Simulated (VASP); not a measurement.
# TiC (Fm-3m) in VASP: further runs

Runs on TiC. Level: LDA. Tasks: single point, relaxation of cell and atoms.

Program: VASP 6.6.1. These are calculated values, not measurements. Logs are shortened: lines on timing, memory, paths and dates and some standing lists are left out, and cuts for length are marked.

### Step 1. The cell of the first run

Symmetry: Fm-3m, No. 225, cubic system. The conventional cell has a = 4.328 Å, b = 4.328 Å, c = 4.328 Å, α = 90.00°, β = 90.00°, γ = 90.00°. Ti (site symmetry m-3m) has 6 C at 2.16 Å within 2.9 Å. Within 2.9 Å of C (site symmetry m-3m) lie 6 Ti at 2.16 Å.

### Step 2. Single point, LDA

INCAR reads:

```
SYSTEM = TiC
PREC = Accurate ; ENCUT = 520
EDIFF = 1E-7 ; ISMEAR = 0
SIGMA = 0.1 ; LREAL = .FALSE.
LASPH = .TRUE. ; NELM = 100
ALGO = Normal ; ISIF = 2
LWAVE = .FALSE. ; LCHARG = .FALSE.
GGA = CA ; NBANDS = 15
```

KPOINTS reads:

```
regular mesh
0
G
  8 8 8
  0 0 0
```

POSCAR reads:

```
TiC
1.0
    0.0000000000      2.1640000000      2.1640000000
    2.1640000000      0.0000000000      2.1640000000
    2.1640000000      2.1640000000      0.0000000000
Ti C
1 1
Direct
    0.0000000000      0.0000000000      0.0000000000
    0.5000000000      0.5000000000      0.5000000000
```

Potentials or basis: VASP PAW LDA potentials, release 64 (Ti_sv, C).

Run with:

```
$ cat potpaw_LDA.64/Ti_sv/POTCAR potpaw_LDA.64/C/POTCAR > POTCAR
$ mpirun -np 1 vasp_std > vasp.out
```

OUTCAR:

```text
SYSTEM = TiC
   PREC = Accurate
   ENCUT = 520
   EDIFF = 1E-7
   ISMEAR = 0
   LREAL = .FALSE.
   LASPH = .TRUE.
   NELM = 100
   ISIF = 2
   GGA = CA

 ion  position               nearest neighbor table
   1  0.000  0.000  0.000-   2 2.16   2 2.16   2 2.16   2 2.16   2 2.16   2 2.16
   2  0.500  0.500  0.500-   1 2.16   1 2.16   1 2.16   1 2.16   1 2.16   1 2.16

  LATTYP: Found a face centered cubic cell.
 ALAT       =     4.3280000000

  Lattice vectors:

 A1 = (   0.0000000000,   2.1640000000,   2.1640000000)
 A2 = (   2.1640000000,   0.0000000000,   2.1640000000)
 A3 = (   2.1640000000,   2.1640000000,   0.0000000000)

Analysis of symmetry for initial positions (statically):
=====================================================================
 Subroutine PRICEL returns:
 Original cell was already a primitive cell.

 Routine SETGRP: Setting up the symmetry group for a
 face centered cubic supercell.

 Subroutine GETGRP returns: Found 48 space group operations
 (whereof 48 operations were pure point group operations)
 out of a pool of 48 trial point group operations.

The static configuration has the point symmetry O_h .

Analysis of symmetry for dynamics (positions and initial velocities):
=====================================================================
 Subroutine PRICEL returns:
 Original cell was already a primitive cell.

 Routine SETGRP: Setting up the symmetry group for a
 face centered cubic supercell.

 Subroutine GETGRP returns: Found 48 space group operations
 (whereof 48 operations were pure point group operations)
 out of a pool of 48 trial point group operations.

The dynamic configuration has the point symmetry O_h .

 Subroutine INISYM returns: Found 48 space group operations
 (whereof 48 operations are pure point group operations),
 and found     1 'primitive' translations

----------------------------------------------------------------------------------------

                                     Primitive cell

  volume of cell :      20.2676

  direct lattice vectors                    reciprocal lattice vectors
     0.000000000  2.164000000  2.164000000    -0.231053604  0.231053604  0.231053604
     2.164000000  0.000000000  2.164000000     0.231053604 -0.231053604  0.231053604
     2.164000000  2.164000000  0.000000000     0.231053604  0.231053604 -0.231053604

  length of vectors
     3.060358149  3.060358149  3.060358149     0.400196582  0.400196582  0.400196582

  position of ions in fractional coordinates (direct lattice)
     0.000000000  0.000000000  0.000000000
     0.500000000  0.500000000  0.500000000

  ion indices of the primitive-cell ions
   primitive index   ion index
                 1           1
                 2           2

----------------------------------------------------------------------------------------

 KPOINTS: regular mesh

Automatic generation of k-mesh.
 Grid dimensions read from file:
 generate k-points for:    8    8    8

 Generating k-lattice:

  Cartesian coordinates                     Fractional coordinates (reciprocal lattice)
    -0.028881701  0.028881701  0.028881701     0.125000000  0.000000000  0.000000000
     0.028881701 -0.028881701  0.028881701     0.000000000  0.125000000  0.000000000
     0.028881701  0.028881701 -0.028881701     0.000000000  0.000000000  0.125000000

  Length of vectors
     0.050024573  0.050024573  0.050024573

  Shift w.r.t. Gamma in fractional coordinates (k-lattice)
     0.000000000  0.000000000  0.000000000

 Subroutine IBZKPT returns following result:
 ===========================================

 Found     29 irreducible k-points:

 Following reciprocal coordinates:
            Coordinates               Weight
  0.000000  0.000000  0.000000      1.000000
  0.125000  0.000000  0.000000      8.000000
  0.250000  0.000000  0.000000      8.000000
  0.375000  0.000000  0.000000      8.000000
  0.500000  0.000000  0.000000      4.000000
  0.125000  0.125000  0.000000      6.000000
[... 16 lines left out ...]
  0.500000  0.250000  0.125000     48.000000
 -0.375000  0.250000  0.125000     24.000000
 [... further k-points ...]
   k-points           NKPTS =     29   k-points in BZ     NKDIM =     29   number of bands    NBANDS=     15
   number of dos      NEDOS =    301   number of ions     NIONS =      2
   total plane-waves  NPLWV =  13824
   dimension x,y,z NGX =    24 NGY =   24 NGZ =   24
   dimension x,y,z NGXF=    48 NGYF=   48 NGZF=   48
   ions per type =               1   1
   NGX,Y,Z   is equivalent  to a cutoff of  13.04, 13.04, 13.04 a.u.
   NGXF,Y,Z  is equivalent  to a cutoff of  26.07, 26.07, 26.07 a.u.
 SYSTEM =  TiC
   PREC   = accura    normal or accurate (medium, high low for compatibility)
   ISTART =      0    job   : 0-new  1-cont  2-samecut
   ICHARG =      2    charge: 1-file 2-atom 10-const
   ISPIN  =      1    spin polarized calculation?
   LNONCOLLINEAR =      F non collinear calculations
   LSORBIT =      F    spin-orbit coupling
   LASPH  =      T    aspherical Exc in radial PAW
   ENCUT  =  520.0 eV  38.22 Ry    6.18 a.u.   5.69  5.69  5.69*2*pi/ulx,y,z
   NELM   =    100;   NELMIN=  2; NELMDL= -5     # of ELM steps
   EDIFF  = 0.1E-06   stopping-criterion for ELM
   LREAL  =      F    real-space projection
   EDIFFG = 0.1E-05   stopping-criterion for IOM
   NSW    =      0    number of steps for IOM
   IBRION =     -1    ionic relax: 0-MD 1-quasi-New 2-CG
   NFREE  =      0    steps in history (QN), initial steepest desc. (CG)
   ISIF   =      2    stress and relaxation
   ISYM   =      2    0-nonsym 1-usesym 2-fastsym
   POTIM  = 0.5000    time-step for ionic-motion
   TEBEG  =    0.0;   TEEND  =   0.0 temperature during run
   PSTRESS=    0.0 pullay stress
   NELECT =      16.0000    total number of electrons
   NUPDOWN=      -1.0000    fix difference up-down
   EMIN   =  10.00;   EMAX   =-10.00  energy-range for DOS
   EFERMI =   0.00;   METHOD = LEGACY
   ISMEAR =     0;   SIGMA  =   0.10  broadening in eV -4-tet -1-fermi 0-gaus
   EFERMI_NEDOS =   21; number of points for ismear=-14 and -15
   IALGO  =     38    algorithm
   IMIX   =      4    mixing-type and parameters
     AMIX     =   0.40;   BMIX     =  1.00
     AMIX_MAG =   1.60;   BMIX_MAG =  1.00
  volume/ion in A,a.u.               =      10.13        68.39
  Fermi-wavevector in a.u.,A,eV,Ry     =   1.513030  2.859212 31.147275  2.289260
  Thomas-Fermi vector in A             =   2.622876
   LORBIT       =      0    0 simple, 1 ext, 2 COOP (PROOUT), +10 PAW based schemes
   GGA     = CA    functional components
   LHFCALC =     F    Hartree Fock is set to
   AEXX    =    0.0000 exact exchange contribution
   IVDW    =     0    specifies the selected vdW correction
   LEPSILON=     F    determine dielectric tensor
   LRPA    =     F    only Hartree local field effects (RPA)
 non-spin polarized calculation
 Gauss-broadening in eV      SIGMA  =   0.10
  energy-cutoff  :      520.00
  volume of cell :       20.27
 maximum number of plane-waves:       568
   NGX = 11   NGY = 11   NGZ = 11

 number of electron      16.0000001 magnetization

 Free energy of the ion-electron system (eV)
  ---------------------------------------------------
  ext. energy  EPLUGINS =         0.00000000
  ---------------------------------------------------
  free energy    TOTEN  =       -20.50544898 eV

  energy without entropy =      -20.50360698  energy(sigma->0) =      -20.50452798

 E-fermi :   9.2081     XC(G=0): -12.9886

 val. band max:        9.0275291903   @ k =   0.3750   0.3750   0.0000
 cond. band min:       9.2289609565   @ k =   0.1250   0.1250   0.0000
 fundamental gap:      0.2014317662
 Fermi energy:         9.2081367577

 k-point     1 :       0.0000    0.0000    0.0000
  band No.  band energies     occupation
      1     -46.6111      2.00000
      2     -23.0164      2.00000
      3     -23.0164      2.00000
      4     -23.0164      2.00000
      5      -2.9587      2.00000
      6       9.8905      0.00000
      7       9.8905      0.00000
      8       9.8905      0.00000
      9      10.9551      0.00000
     10      10.9551      0.00000
     11      10.9551      0.00000
     12      10.9772      0.00000
     13      10.9772      0.00000
     14      19.9002      0.00000
     15      23.3187      0.00000

 k-point     2 :       0.1250    0.0000    0.0000
  band No.  band energies     occupation
      1     -46.5997      2.00000
      2     -23.0951      2.00000
      3     -23.0238      2.00000
      4     -23.0238      2.00000
      5      -2.6065      2.00000
      6       8.6113      2.00000
      7       8.9688      1.99929
      8       8.9688      1.99929
      9      10.3225      0.00000
     10      10.3225      0.00000
     11      11.5025      0.00000
     12      13.0383      0.00000
     13      13.0383      0.00000
     14      20.4200      0.00000
     15      23.3930      0.00000

 k-point     3 :       0.2500    0.0000    0.0000
  band No.  band energies     occupation
      1     -46.5720      2.00000
      2     -23.2813      2.00000
      3     -23.0417      2.00000
      4     -23.0417      2.00000
      5      -1.6361      2.00000
      6       6.5407      2.00000
      7       7.5610      2.00000
      8       7.5610      2.00000
      9      10.9783      0.00000
     10      10.9783      0.00000
     11      12.0827      0.00000
     12      15.1178      0.00000
     13      15.1178      0.00000
     14      20.4201      0.00000
     15      23.6807      0.00000

 k-point     4 :       0.3750    0.0000    0.0000
  band No.  band energies     occupation
      1     -46.5441      2.00000
      2     -23.4623      2.00000
      3     -23.0594      2.00000
      4     -23.0594      2.00000
      5      -0.3064      2.00000
      6       4.5373      2.00000
      7       6.6642      2.00000
      8       6.6642      2.00000
      9      11.7665      0.00000
     10      11.7665      0.00000
     11      12.8128      0.00000
     12      16.7691      0.00000
     13      16.7691      0.00000
     14      18.6332      0.00000
     15      25.0516      0.00000
[... 307 lines left out ...]
 k-point    22 :       0.3750    0.2500    0.1250
  band No.  band energies     occupation
      1     -46.5513      2.00000
      2     -23.3180      2.00000
      3     -23.1382      2.00000
      4     -23.0699      2.00000
      5      -1.0631      2.00000
      6       5.6345      2.00000
      7       7.3651      2.00000
      8       7.5426      2.00000
      9      10.3309      0.00000
     10      11.9741      0.00000
     11      13.0239      0.00000
     12      13.6046      0.00000
     13      16.2919      0.00000
     14      21.7839      0.00000
     15      23.0867      0.00000

 k-point    23 :       0.5000    0.2500    0.1250
  band No.  band energies     occupation
      1     -46.5288      2.00000
      2     -23.4148      2.00000
      3     -23.1882      2.00000
      4     -23.0958      2.00000
      5      -0.1881      2.00000
      6       4.8337      2.00000
      7       6.5356      2.00000
      8       6.9863      2.00000
      9      11.0922      0.00000
     10      12.3295      0.00000
     11      13.0762      0.00000
     12      14.6078      0.00000
     13      16.6672      0.00000
     14      20.8578      0.00000
     15      23.3599      0.00000

 k-point    24 :      -0.3750    0.2500    0.1250
  band No.  band energies     occupation
      1     -46.5195      2.00000
      2     -23.4569      2.00000
      3     -23.2014      2.00000
      4     -23.1114      2.00000
      5       0.2571      2.00000
      6       4.4211      2.00000
      7       6.2764      2.00000
      8       6.7658      2.00000
      9      11.8422      0.00000
     10      11.9838      0.00000
     11      13.0264      0.00000
     12      15.7168      0.00000
     13      16.1015      0.00000
     14      20.2795      0.00000
     15      23.4843      0.00000

 [... further k-points ...]
[... 5 lines left out ...]
  --------------------------------------------------------------------------------------
  -------------------------------------------------------------------------------------
  Total       -1.4365194     -1.4365194     -1.4365194      0.0000000     -0.0000000      0.0000000
  in kB     -113.5586766   -113.5586766   -113.5586766      0.0000000     -0.0000000      0.0000000
  external PRESSURE =    -113.5586766 kB  Pullay stress =       0.0000000 kB

 VOLUME and BASIS-vectors are now :
 -----------------------------------------------------------------------------
  energy-cutoff  :      520.00
  volume of cell :       20.27
      direct lattice vectors                 reciprocal lattice vectors
     0.000000000  2.164000000  2.164000000    -0.231053604  0.231053604  0.231053604
     2.164000000  0.000000000  2.164000000     0.231053604 -0.231053604  0.231053604
     2.164000000  2.164000000  0.000000000     0.231053604  0.231053604 -0.231053604

 POSITION                                       TOTAL-FORCE (eV/Angst)
 -----------------------------------------------------------------------------------
      0.00000      0.00000      0.00000         0.000000     -0.000000      0.000000
      2.16400      2.16400      2.16400        -0.000000      0.000000     -0.000000
 -----------------------------------------------------------------------------------
    total drift:                                0.000000     -0.000000     -0.000000

  FREE ENERGIE OF THE ION-ELECTRON SYSTEM (eV)
  ---------------------------------------------------
  free  energy   TOTEN  =       -20.5054489843 eV

  energy  without entropy=      -20.5036069786  energy(sigma->0) =      -20.50452798
```

Run time: 3.8 s. Hardware: 1 thread of Intel Xeon 6975P-C (Granite Rapids), shared host; peak memory 0.13 GiB.

Results:

- Free energy: -20.5054 eV
- Pressure: -11.4 GPa
- Band gap on the k mesh: zero (band 8 reaches 9.89 eV, above the bottom of band 9 at 8.85 eV)

Levels at points of the mesh, in eV from the Fermi level:
```csv
k point,band 5,band 6,band 7,band 8,band 9,band 10,band 11,band 12
"(0.00, 0.00, 0.00)",-12.17,0.68,0.68,0.68,1.75,1.75,1.75,1.77
"(0.50, 0.00, 0.00)",-8.62,-5.78,-2.85,-2.85,2.93,2.93,4.13,8.24
"(0.50, 0.50, 0.00)",-9.88,-3.32,-1.63,0.05,0.05,2.78,3.53,3.53
```

### Step 3. Single point, LDA

This run uses another cell than the first one, of 9.67 Å³/atom, 0.954 times its volume.

INCAR reads:

```
PREC = Accurate ; ENCUT = 520
EDIFF = 1E-6 ; ISMEAR = 0
SIGMA = 0.1 ; LREAL = False
LASPH = True ; NELM = 80
ALGO = Normal ; ISIF = 2
LWAVE = False ; LCHARG = False
GGA = CA ; NBANDS = 15
```

KPOINTS reads:

```
regular mesh
0
Gamma
  8 8 8
```

POSCAR reads:

```
TiC
1.0
    0.0000000000      2.1305394208      2.1305394208
    2.1305394208      0.0000000000      2.1305394208
    2.1305394208      2.1305394208      0.0000000000
Ti C
1 1
Direct
    0.0000000000      0.0000000000      0.0000000000
    0.5000000000      0.5000000000      0.5000000000
```

Potentials or basis: VASP PAW LDA potentials, release 64 (Ti_sv, C).

Run with:

```
$ cat potpaw_LDA.64/Ti_sv/POTCAR potpaw_LDA.64/C/POTCAR > POTCAR
$ mpirun -np 1 vasp_std > vasp.out
```

Wall time 3.3 s (1 thread of Intel Xeon 6975P-C (Granite Rapids), shared host); peak memory 0.12 GiB.

It converged, with:

* Free energy: -20.5372 eV
* Pressure: 0.7 GPa
* Band gap on the k mesh: zero (band 8 reaches 10.47 eV, above the bottom of band 9 at 9.41 eV)

Levels at points of the mesh, in eV from the Fermi level:
```csv
k point,band 5,band 6,band 7,band 8,band 9,band 10,band 11,band 12
"(0.00, 0.00, 0.00)",-12.38,0.70,0.70,0.70,1.80,1.80,1.80,1.87
"(0.50, 0.00, 0.00)",-8.60,-6.00,-3.01,-3.01,3.12,3.12,4.40,8.60
"(0.50, 0.50, 0.00)",-10.07,-3.35,-1.78,0.09,0.09,2.95,3.77,3.77
```

(Part 1 of 2 ends here.)
